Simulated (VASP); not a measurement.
The system is LiH.

```xyz
2
Lattice="0.0000 2.0036 2.0036 2.0036 0.0000 2.0036 2.0036 2.0036 0.0000" Properties=species:S:1:pos:R:3 pbc="T T T"
Li    0.0000    0.0000    0.0000
H     2.0036    2.0036    2.0036
```

Base run:

- Program: VASP 6.6.1
- Functional: PBE0
- Potentials or basis: VASP PAW PBE potentials, release 64 (Li_sv, H)
- Cutoff: 520 eV
- k mesh: 8 × 8 × 8
- Occupations: gaussian, width 0.01 eV
- Spin: no spin polarisation

Its results: band gap on the k mesh 4.67 eV, direct.

**Question.** After a change of settings the same cell gave: band gap on the k mesh 3.97 eV, direct. Which change was it?
A. functional from PBE0 to r2SCAN; further incar settings from ALGO = Normal; EDIFF = 1e-06; NBANDS = 9 to ALGO = Normal; EDIFF = 1e-07; NBANDS = 9
B. functional from PBE0 to PBE
C. functional from PBE0 to HSE06
D. functional from PBE0 to PBE; k mesh from 8 × 8 × 8 to 12 × 12 × 12

**Answer.** C.
